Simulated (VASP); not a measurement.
# AlW3 (Fm-3m) in VASP: further runs

AlW3 is run at these levels: PBE; tasks: relaxation of cell and atoms, single point.

Everything below comes from runs of VASP 6.6.1. Logs are shortened: lines on timing, memory, paths and dates and some standing lists are left out, and cuts for length are marked.

## Step 1: The cell of the first run

It takes space group Fm-3m (No. 225, cubic). Conventional cell: a = 6.308 Å, b = 6.308 Å, c = 6.308 Å, α = 90.00°, β = 90.00°, γ = 90.00°. Within 3.6 Å of Al (site symmetry m-3m) lie 14 W at 2.73 to 3.15 Å. W (site symmetry -43m) has 4 Al at 2.73 Å and 10 W at 2.73 to 3.15 Å within 3.6 Å. W (site symmetry m-3m) has 8 W at 2.73 Å and 6 Al at 3.15 Å within 3.6 Å.

The cell was built from a structure type or drawn by symmetry, and may not be a known phase.

## Step 2: Relaxation of cell and atoms, PBE

Contents of INCAR:

```
SYSTEM = AlW3
  PREC = Accurate
  ENCUT = 600
  EDIFF = 1E-6
  ISMEAR = 0
  SIGMA = 0.1
  LREAL = .FALSE.
  LASPH = .TRUE.
  NELM = 100
  ALGO = Normal
  ISIF = 3
  LWAVE = .FALSE.
  LCHARG = .FALSE.
  GGA = PE
  IBRION = 2
  NSW = 90
  EDIFFG = -0.04
```

Contents of KPOINTS:

```
Automatic mesh
0
G
  6 6 6
  0 0 0
```

Contents of POSCAR:

```
AlW3
1.0
    0.0000000000      3.1539379987      3.1539379987
    3.1539379987      0.0000000000      3.1539379987
    3.1539379987      3.1539379987      0.0000000000
Al W
1 3
Direct
    0.0000000000      0.0000000000      0.0000000000
    0.2500000000      0.2500000000      0.2500000000
    0.7500000000      0.7500000000      0.7500000000
    0.5000000000      0.5000000000      0.5000000000
```

Potentials or basis: VASP PAW PBE potentials, release 64 (Al, W_sv).

Run with:

```console
cat potpaw_PBE.64/Al/POTCAR potpaw_PBE.64/W_sv/POTCAR > POTCAR
mpirun -np 1 vasp_std > vasp.out
```

OUTCAR:

```text
SYSTEM = AlW3
   PREC = Accurate
   ENCUT = 600
   EDIFF = 1E-6
   ISMEAR = 0
   LREAL = .FALSE.
   LASPH = .TRUE.
   NELM = 100
   ISIF = 3
   GGA = PE
   IBRION = 2
   NSW = 90
   EDIFFG = -0.04

 ion  position               nearest neighbor table
   1  0.000  0.000  0.000-   3 2.73   3 2.73   3 2.73   2 2.73   3 2.73   2 2.73   2 2.73   2 2.73
                             4 3.15   4 3.15   4 3.15   4 3.15   4 3.15   4 3.15
   2  0.250  0.250  0.250-   1 2.73   1 2.73   1 2.73   1 2.73   4 2.73   4 2.73   4 2.73   4 2.73
                             3 3.15   3 3.15   3 3.15   3 3.15   3 3.15   3 3.15
   3  0.750  0.750  0.750-   4 2.73   4 2.73   4 2.73   1 2.73   4 2.73   1 2.73   1 2.73   1 2.73
                             2 3.15   2 3.15   2 3.15   2 3.15   2 3.15   2 3.15
   4  0.500  0.500  0.500-   2 2.73   2 2.73   2 2.73   2 2.73   3 2.73   3 2.73   3 2.73   3 2.73
                             1 3.15   1 3.15   1 3.15   1 3.15   1 3.15   1 3.15

  LATTYP: Found a face centered cubic cell.
 ALAT       =     6.3078759974

  Lattice vectors:

 A1 = (   0.0000000000,   3.1539379987,   3.1539379987)
 A2 = (   3.1539379987,   0.0000000000,   3.1539379987)
 A3 = (   3.1539379987,   3.1539379987,   0.0000000000)

Analysis of symmetry for initial positions (statically):
=====================================================================
 Subroutine PRICEL returns:
 Original cell was already a primitive cell.

 Routine SETGRP: Setting up the symmetry group for a
 face centered cubic supercell.

 Subroutine GETGRP returns: Found 48 space group operations
 (whereof 48 operations were pure point group operations)
 out of a pool of 48 trial point group operations.

The static configuration has the point symmetry O_h .

Analysis of symmetry for dynamics (positions and initial velocities):
=====================================================================
 Subroutine PRICEL returns:
 Original cell was already a primitive cell.

 Routine SETGRP: Setting up the symmetry group for a
 face centered cubic supercell.

 Subroutine GETGRP returns: Found 48 space group operations
 (whereof 48 operations were pure point group operations)
 out of a pool of 48 trial point group operations.

The dynamic configuration has the point symmetry O_h .

 Subroutine INISYM returns: Found 48 space group operations
 (whereof 48 operations are pure point group operations),
 and found     1 'primitive' translations

----------------------------------------------------------------------------------------

                                     Primitive cell

  volume of cell :      62.7465

  direct lattice vectors                    reciprocal lattice vectors
     0.000000000  3.153937999  3.153937999    -0.158531969  0.158531969  0.158531969
     3.153937999  0.000000000  3.153937999     0.158531969 -0.158531969  0.158531969
     3.153937999  3.153937999  0.000000000     0.158531969  0.158531969 -0.158531969

  length of vectors
     4.460341893  4.460341893  4.460341893     0.274585424  0.274585424  0.274585424

  position of ions in fractional coordinates (direct lattice)
     0.000000000  0.000000000  0.000000000
     0.250000000  0.250000000  0.250000000
     0.750000000  0.750000000  0.750000000
     0.500000000  0.500000000  0.500000000

  ion indices of the primitive-cell ions
   primitive index   ion index
                 1           1
                 2           2
                 3           3
                 4           4

----------------------------------------------------------------------------------------

 KPOINTS: Automatic mesh

Automatic generation of k-mesh.
 Grid dimensions read from file:
 generate k-points for:    6    6    6

 Generating k-lattice:

  Cartesian coordinates                     Fractional coordinates (reciprocal lattice)
    -0.026421995  0.026421995  0.026421995     0.166666667  0.000000000  0.000000000
     0.026421995 -0.026421995  0.026421995     0.000000000  0.166666667  0.000000000
     0.026421995  0.026421995 -0.026421995     0.000000000  0.000000000  0.166666667

  Length of vectors
     0.045764237  0.045764237  0.045764237

  Shift w.r.t. Gamma in fractional coordinates (k-lattice)
     0.000000000  0.000000000  0.000000000

 Subroutine IBZKPT returns following result:
 ===========================================

 Found     16 irreducible k-points:

 Following reciprocal coordinates:
            Coordinates               Weight
  0.000000  0.000000  0.000000      1.000000
  0.166667  0.000000  0.000000      8.000000
  0.333333  0.000000  0.000000      8.000000
  0.500000  0.000000  0.000000      4.000000
  0.166667  0.166667  0.000000      6.000000
  0.333333  0.166667  0.000000     24.000000
[... 8 lines left out ...]
 -0.333333  0.333333  0.166667     24.000000
 -0.333333  0.500000  0.166667     12.000000
   k-points           NKPTS =     16   k-points in BZ     NKDIM =     16   number of bands    NBANDS=     27
[... 69 lines left out ...]

  FORCE on cell =-STRESS in cart. coord.  units (eV):
  Direction    XX          YY          ZZ          XY          YZ          ZX
  --------------------------------------------------------------------------------------
  -------------------------------------------------------------------------------------
  Total        0.7148443      0.7148443      0.7148443     -0.0000000     -0.0000000      0.0000000
  in kB       18.2529289     18.2529289     18.2529289     -0.0000000     -0.0000000      0.0000000
  external PRESSURE =      18.2529289 kB  Pullay stress =       0.0000000 kB

 VOLUME and BASIS-vectors are now :
 -----------------------------------------------------------------------------
  energy-cutoff  :      600.00
  volume of cell :       62.75
      direct lattice vectors                 reciprocal lattice vectors
     0.000000000  3.153937999  3.153937999    -0.158531969  0.158531969  0.158531969
     3.153937999  0.000000000  3.153937999     0.158531969 -0.158531969  0.158531969
     3.153937999  3.153937999  0.000000000     0.158531969  0.158531969 -0.158531969

 POSITION                                       TOTAL-FORCE (eV/Angst)
 -----------------------------------------------------------------------------------
      0.00000      0.00000      0.00000        -0.000000      0.000000      0.000000
      1.57697      1.57697      1.57697         0.000000      0.000000     -0.000000
      4.73091      4.73091      4.73091        -0.000000     -0.000000      0.000000
      3.15394      3.15394      3.15394        -0.000000      0.000000      0.000000
 -----------------------------------------------------------------------------------
    total drift:                                0.000000      0.000000      0.000000

  FREE ENERGIE OF THE ION-ELECTRON SYSTEM (eV)
  ---------------------------------------------------
  free  energy   TOTEN  =       -41.9881118523 eV
[... 17 lines left out ...]
 VOLUME and BASIS-vectors are now :
 -----------------------------------------------------------------------------
  energy-cutoff  :      600.00
  volume of cell :       64.38
      direct lattice vectors                 reciprocal lattice vectors
    -0.000000000  3.181129663  3.181129663    -0.157176869  0.157176869  0.157176869
     3.181129663 -0.000000000  3.181129663     0.157176869 -0.157176869  0.157176869
     3.181129663  3.181129663  0.000000000     0.157176869  0.157176869 -0.157176869

 POSITION                                       TOTAL-FORCE (eV/Angst)
 -----------------------------------------------------------------------------------
      3.18113     -0.00000      3.18113        -0.000000     -0.000000     -0.000000
      1.59056      1.59056      1.59056        -0.000000      0.000000     -0.000000
      4.77169      4.77169      4.77169         0.000000      0.000000      0.000000
      3.18113      3.18113      3.18113        -0.000000     -0.000000     -0.000000
 -----------------------------------------------------------------------------------
    total drift:                                0.000000      0.000000      0.000000

  FREE ENERGIE OF THE ION-ELECTRON SYSTEM (eV)
  ---------------------------------------------------
  free  energy   TOTEN  =       -41.9743578921 eV

  energy  without entropy=      -41.9490883271  energy(sigma->0) =      -41.96172311

--------------------------------------- Ionic step        3  -------------------------------------------

 number of electron      45.0000005 magnetization

 Free energy of the ion-electron system (eV)
  ---------------------------------------------------
  ext. energy  EPLUGINS =         0.00000000
  ---------------------------------------------------
  free energy    TOTEN  =       -41.99069550 eV

  energy without entropy =      -41.96507059  energy(sigma->0) =      -41.97788305

 E-fermi :  10.3506     XC(G=0): -12.8502

 val. band max:       10.3476580979   @ k =   0.5000   0.1667   0.0000
 cond. band min:      10.3677992818   @ k =   0.3333   0.0000   0.0000
 fundamental gap:      0.0201411840
 Fermi energy:        10.3506211058

 k-point     1 :       0.0000    0.0000    0.0000
  band No.  band energies     occupation
      1     -63.5439      2.00000
      2     -63.3036      2.00000
      3     -63.2975      2.00000
      4     -27.9490      2.00000
      5     -27.9490      2.00000
      6     -27.9490      2.00000
[... 19 lines left out ...]
     26      13.2794      0.00000
     27      13.3523      0.00000
[... 461 lines left out ...]
 VOLUME and BASIS-vectors are now :
 -----------------------------------------------------------------------------
  energy-cutoff  :      600.00
  volume of cell :       63.21
      direct lattice vectors                 reciprocal lattice vectors
    -0.000000000  3.161653565  3.161653565    -0.158145094  0.158145094  0.158145094
     3.161653565 -0.000000000  3.161653565     0.158145094 -0.158145094  0.158145094
     3.161653565  3.161653565  0.000000000     0.158145094  0.158145094 -0.158145094

 POSITION                                       TOTAL-FORCE (eV/Angst)
 -----------------------------------------------------------------------------------
      0.00000      0.00000      0.00000        -0.000000     -0.000000     -0.000000
      1.58083      1.58083      1.58083         0.000000      0.000000      0.000000
      4.74248      4.74248      4.74248        -0.000000     -0.000000      0.000000
      3.16165      3.16165      3.16165        -0.000000     -0.000000     -0.000000
 -----------------------------------------------------------------------------------
    total drift:                                0.000000      0.000000      0.000000

  FREE ENERGIE OF THE ION-ELECTRON SYSTEM (eV)
  ---------------------------------------------------
  free  energy   TOTEN  =       -41.9906955050 eV

  energy  without entropy=      -41.9650705886  energy(sigma->0) =      -41.97788305

 reached required accuracy - stopping structural energy minimisation
```

It took 1.8 min on 1 thread of Intel Xeon 8259CL, shared host; peak memory 0.22 GiB.

Results:

```yaml
Free_energy: -41.9907 eV
Relaxed_volume: 15.80 Å³/atom
Relaxed_cell: a = 4.471 Å, b = 4.471 Å, c = 4.471 Å, α = 60.00°, β = 60.00°, γ = 60.00°
Space_group_after_relaxing_to_0.1_Å: Fm-3m (No. 225)
Energy_gained_by_relaxing: 0.6 meV/atom
Ionic_steps: 3
Pressure_after_relaxing: 0.0 GPa
Band_gap_on_the_k_mesh: zero (an odd number of electrons rules out a gap without spin polarisation)
```

The path:
```
step  energy change (eV)  largest force (eV/Å)  pressure (GPa)  volume (Å³)
   1              0.0000                0.0000            1.83        62.75
   2              0.0138                0.0000           -4.37        64.38
   3             -0.0026                0.0000           -0.01        63.21
```

Final structure:
```cif
data_structure
_symmetry_space_group_name_H-M 'P 1'
_symmetry_Int_Tables_number 1
_cell_length_a 4.4713
_cell_length_b 4.4713
_cell_length_c 4.4713
_cell_angle_alpha 60.000
_cell_angle_beta 60.000
_cell_angle_gamma 60.000
_cell_volume 63.21
loop_
_atom_site_label
_atom_site_type_symbol
_atom_site_fract_x
_atom_site_fract_y
_atom_site_fract_z
_atom_site_occupancy
Al1 Al 0.00000 0.00000 0.00000 1
W1 W 0.25000 0.25000 0.25000 1
W2 W 0.75000 0.75000 0.75000 1
W3 W 0.50000 0.50000 0.50000 1
```

Levels at points of the mesh, in eV from the Fermi level:
```csv
k point,band 18,band 19,band 20,band 21,band 22,band 23,band 24,band 25,band 26,band 27
"(0.00, 0.00, 0.00)",-3.69,-1.82,-1.82,-1.82,1.93,1.93,1.93,2.93,2.93,3.00
"(0.50, 0.00, 0.00)",-2.62,-2.62,-1.54,-1.54,-0.94,-0.38,-0.38,2.62,2.62,2.72
"(0.50, 0.50, 0.00)",-2.45,-2.26,-1.51,-1.51,-0.64,0.36,0.36,1.92,2.22,2.35
```

Caveat: spin-orbit coupling is left out, which moves the levels of the heavy elements.

## Step 3: Single point, PBE

This run uses another cell than the first one, of 15.77 Å³/atom.

Contents of INCAR:

```
PREC = Accurate
ENCUT = 520
EDIFF = 1E-7
ISMEAR = 0
SIGMA = 0.1
LREAL = F
LASPH = T
NELM = 100
ALGO = Fast
ISIF = 2
LWAVE = F
LCHARG = T
GGA = PE
LELF = T
LVHAR = T
NBANDS = 30
```

Contents of KPOINTS:

```
Automatic mesh
0
Gamma
  12 12 12
```

Contents of POSCAR:

```
AlW3
1.0
    0.0000000000      3.1597992348      3.1597992348
    3.1597992348      0.0000000000      3.1597992348
    3.1597992348      3.1597992348      0.0000000000
Al W
1 3
Direct
    0.0000000000      0.0000000000      0.0000000000
    0.2500000000      0.2500000000      0.2500000000
    0.7500000000      0.7500000000      0.7500000000
    0.5000000000      0.5000000000      0.5000000000
```

Potentials or basis: VASP PAW PBE potentials, release 64 (Al, W_sv).

Run with:

```console
cat potpaw_PBE.64/Al/POTCAR potpaw_PBE.64/W_sv/POTCAR > POTCAR
mpirun -np 1 vasp_std > vasp.out
```

It took 5.2 min on 1 thread of Intel Xeon 8259CL, shared host; peak memory 0.28 GiB.

Results (log left out):

* Free energy: -42.0245 eV
* Pressure: 0.3 GPa
* Band gap on the k mesh: zero (an odd number of electrons rules out a gap without spin polarisation)

Levels at points of the mesh, in eV from the Fermi level:
```csv
k point,band 19,band 20,band 21,band 22,band 23,band 24,band 25,band 26,band 27,band 28
"(0.00, 0.00, 0.00)",-1.77,-1.77,-1.77,1.98,1.98,1.98,2.99,2.99,3.08,3.78
"(0.50, 0.00, 0.00)",-2.57,-1.49,-1.49,-0.89,-0.33,-0.33,2.68,2.68,2.78,2.78
"(0.50, 0.50, 0.00)",-2.22,-1.45,-1.45,-0.58,0.42,0.42,1.97,2.28,2.41,3.26
```

Caveat: spin-orbit coupling is left out, which moves the levels of the heavy elements.

## Step 4: Relaxation of cell and atoms, PBE

This run uses another cell than the first one, of 15.78 Å³/atom.

Contents of INCAR:

```
PREC = Accurate
ENCUT = 600
EDIFF = 1E-7
ISMEAR = 0
SIGMA = 0.1
LREAL = F
LASPH = T
NELM = 100
ALGO = Fast
ISIF = 3
LWAVE = F
LCHARG = F
GGA = PE
IBRION = 2
NSW = 100
EDIFFG = -0.01
```

KPOINTS is that of step 3.

Contents of POSCAR:

```
AlW3
1.0
    0.0000000000      3.1603537879      3.1603537879
    3.1603537879      0.0000000000      3.1603537879
    3.1603537879      3.1603537879      0.0000000000
Al W
1 3
Direct
    0.0000000000      0.0000000000      0.0000000000
    0.2500000000      0.2500000000      0.2500000000
    0.7500000000      0.7500000000      0.7500000000
    0.5000000000      0.5000000000      0.5000000000
```

Run with:

```console
cat potpaw_PBE.64/Al/POTCAR potpaw_PBE.64/W_sv/POTCAR > POTCAR
mpirun -np 1 vasp_std > vasp.out
```

Wall time 10 min (1 thread of Intel Xeon 8259CL, shared host); peak memory 0.3 GiB.

It converged, with:

```
Free energy                           : -42.0253 eV
Relaxed volume                        : 15.80 Å³/atom
Relaxed cell                          : a = 4.471 Å, b = 4.471 Å, c = 4.471 Å, α = 60.00°, β = 60.00°, γ = 60.00°
Space group after relaxing (to 0.1 Å) : Fm-3m (No. 225)
Energy gained by relaxing             : 0.0 meV/atom
Ionic steps                           : 4
Pressure after relaxing               : -0.1 GPa
Band gap on the k mesh                : zero (an odd number of electrons rules out a gap without spin polarisation)
```

Final structure:
```cif
data_structure
_symmetry_space_group_name_H-M 'P 1'
_symmetry_Int_Tables_number 1
_cell_length_a 4.4711
_cell_length_b 4.4711
_cell_length_c 4.4711
_cell_angle_alpha 60.000
_cell_angle_beta 60.000
_cell_angle_gamma 60.000
_cell_volume 63.20
loop_
_atom_site_label
_atom_site_type_symbol
_atom_site_fract_x
_atom_site_fract_y
_atom_site_fract_z
_atom_site_occupancy
Al1 Al 0.00000 0.00000 0.00000 1
W1 W 0.25000 0.25000 0.25000 1
W2 W 0.75000 0.75000 0.75000 1
W3 W 0.50000 0.50000 0.50000 1
```

Levels at points of the mesh, in eV from the Fermi level:
| k point | band 19 | band 20 | band 21 | band 22 | band 23 | band 24 | band 25 | band 26 | band 27 |
| --- | --- | --- | --- | --- | --- | --- | --- | --- | --- |
| (0.00, 0.00, 0.00) | -1.76 | -1.76 | -1.76 | 1.98 | 1.98 | 1.98 | 2.99 | 2.99 | 3.06 |
| (0.50, 0.00, 0.00) | -2.56 | -1.48 | -1.48 | -0.89 | -0.33 | -0.33 | 2.68 | 2.68 | 2.77 |
| (0.50, 0.50, 0.00) | -2.21 | -1.45 | -1.45 | -0.57 | 0.41 | 0.41 | 1.97 | 2.28 | 2.41 |

Caveat: spin-orbit coupling is left out, which moves the levels of the heavy elements.

## Step 5: The runs side by side

| task | cell | k mesh | cutoff (eV) | gap on the mesh (eV) | pressure (GPa) | relaxed volume (Å³/atom) |
| --- | --- | --- | --- | --- | --- | --- |
| relaxation of cell and atoms | relaxed from a = 4.460 Å, angles 60.0°, 4 atoms | 6 × 6 × 6 | 600 | none | 0.0 | 15.80 |
| single point | a = 4.469 Å, angles 60.0°, 4 atoms | 12 × 12 × 12 | 520 | none | 0.3 | - |
| relaxation of cell and atoms | relaxed from a = 4.469 Å, angles 60.0°, 4 atoms | 12 × 12 × 12 | 600 | none | -0.1 | 15.80 |

Alike in all rows: level PBE; potentials or basis VASP PAW PBE potentials, release 64 (Al, W_sv); no spin polarisation; smearing gaussian 0.1 eV.

Caveats: spin-orbit coupling is left out, which moves the levels of the heavy elements.

Absolute energies hang on the potentials; compare differences alone.
